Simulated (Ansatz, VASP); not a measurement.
# Sb in VASP and in Ansatz

INCAR

```
SYSTEM = Sb
  ALGO = Normal
  EDIFF = 1E-8
  ENCUT = 400
  GGA = PE
  GGA_COMPAT = .FALSE.
  ISIF = 2
  ISMEAR = -1
  LASPH = .TRUE.
  LCHARG = .FALSE.
  LEFG = .TRUE.
  LREAL = .FALSE.
  LWAVE = .FALSE.
  NBANDS = 12
  NELM = 120
  PREC = Accurate
  SIGMA = 0.05
```

File KPOINTS:

```
k-points
0
G
  9 9 9
  0 0 0
```

Contents of POSCAR:

```
Sb
1.0
    2.0860823220      1.2044001902      3.7440000000
   -2.0860823220      1.2044001902      3.7440000000
    0.0000000000     -2.4088003803      3.7440000000
Sb
2
Direct
    0.2336400000      0.2336400000      0.2336400000
    0.7663600000      0.7663600000      0.7663600000
```

Input for Ansatz:

```yaml
crystal:
  lattice:
    - [2.086082322, 1.2044001902, 3.744]
    - [-2.086082322, 1.2044001902, 3.744]
    - [0.0, -2.4088003803, 3.744]
  atoms:
    - { symbol: Sb, position: [0.23364, 0.23364, 0.23364] }
    - { symbol: Sb, position: [0.76636, 0.76636, 0.76636] }
kpoints:
  mp_grid: { grid: [9, 9, 9] }
scf:
  occupations: { method: fermi_dirac, width: 0.05 }
hamiltonian:
  xc: pbe
  pseudopotentials: { kind: paw }
output:
  forces: true
  stress: true
  eigenvalues: true
  efg: { contact_densities: true }
```

Change from the starting cell: equal xx and yy strain of -3 %, PAW files.

Alike in both runs: task electric field gradients; functional PBE; k mesh 9 × 9 × 9; occupations fermi-dirac, width 0.05 eV; no spin polarisation.

|  | VASP | Ansatz |
| --- | --- | --- |
| version | VASP 6.6.1 | Ansatz 0.2.0 |
| potentials or method | VASP PAW PBE potentials, release 64 (Sb) | PAW with Ansatz's default frozen-core files, scalar-relativistic |
| plane-wave cutoff (eV) | 400 | 420 |
| valence electrons in the cell | 10 | 30 |

```tsv
	VASP	Ansatz	Ansatz less VASP
pressure (GPa)	7.9	7.7	-0.15
traceless stress, the component that is largest in VASP (GPa)	-1.51	-1.47	+0.046
rms of the force components (eV/Å)	0.365	0.327	-0.0380
size of Vzz on the site where it differs most (V/Å²)	32.7	37.0	+4.24
```

Atom by atom the forces differ by 0.038 eV/Å (rms over components). VASP's potentials hold 10 valence electrons a cell and Ansatz's 30, so a difference there can come from the potentials and not from the codes.

Neither program's run includes spin-orbit coupling.
